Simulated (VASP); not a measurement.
Set up this calculation in VASP 6.6.1, as the native input.

- Task: relaxation of cell and atoms
- Functional: PBE
- Potentials or basis: VASP PAW PBE potentials, release 64 (K_sv, Zn, F)
- Cutoff: 600 eV
- k mesh: 6 × 6 × 6
- Occupations: gaussian, width 0.02 eV
- Spin: no spin polarisation
- Target pressure: 3 GPa
- Dipole correction: no
- Further INCAR settings: ALGO = Normal; EDIFF = 1e-07; IBRION = 2; EDIFFG = -0.008; NSW = 70; ISIF = 3

The structure of KZnF3 lies in POSCAR:

```
KZnF3
1.0
    4.0888391590      0.0000000000      0.0000000000
    0.0000000000      4.0888391590      0.0000000000
    0.0000000000      0.0000000000      4.0888391590
K Zn F
1 1 3
Direct
    0.0000000000      0.0000000000      0.0000000000
    0.5000000000      0.5000000000      0.5000000000
    0.0000000000      0.5000000000      0.5000000000
    0.5000000000      0.0000000000      0.5000000000
    0.5000000000      0.5000000000      0.0000000000
```

The input as run:

INCAR

```
SYSTEM = KZnF3
  PREC = Accurate
  ENCUT = 600
  EDIFF = 1E-7
  ISMEAR = 0
  SIGMA = 0.02
  LREAL = .False.
  LASPH = .True.
  NELM = 80
  ALGO = Normal
  ISIF = 3
  LWAVE = .False.
  LCHARG = .False.
  GGA = PE
  IBRION = 2
  NSW = 70
  EDIFFG = -0.008
  PSTRESS = 30.0
```

KPOINTS

```
Automatic mesh
0
Gamma
  6 6 6
  0 0 0
```

Potentials or basis: VASP PAW PBE potentials, release 64 (K_sv, Zn, F).

Run with:

```bash
$ cat potpaw_PBE.64/K_sv/POTCAR potpaw_PBE.64/Zn/POTCAR potpaw_PBE.64/F/POTCAR > POTCAR
$ mpirun -np 1 vasp_std > vasp.out
```

It gave:

```
Relaxed volume                                             : 13.56 Å³/atom
Relaxed cell                                               : a = 4.078 Å, b = 4.078 Å, c = 4.078 Å, α = 90.00°, β = 90.00°, γ = 90.00°
Space group after relaxing (to 0.1 Å)                      : Pm-3m (No. 221)
Energy change on relaxing (the run minimises the enthalpy) : +1.8 meV/atom
Ionic steps                                                : 2
Pressure after relaxing                                    : 3.0 GPa
Band gap on the k mesh                                     : 3.74 eV (least direct gap 5.48 eV)
```

Caveat: the cell is relaxed towards a set pressure, so the run minimises the enthalpy, not the energy.

Wall time 58 s on 1 thread of AMD EPYC 9R45 96-Core Processor (Zen 5) (shared host), peak memory 0.2 GiB.
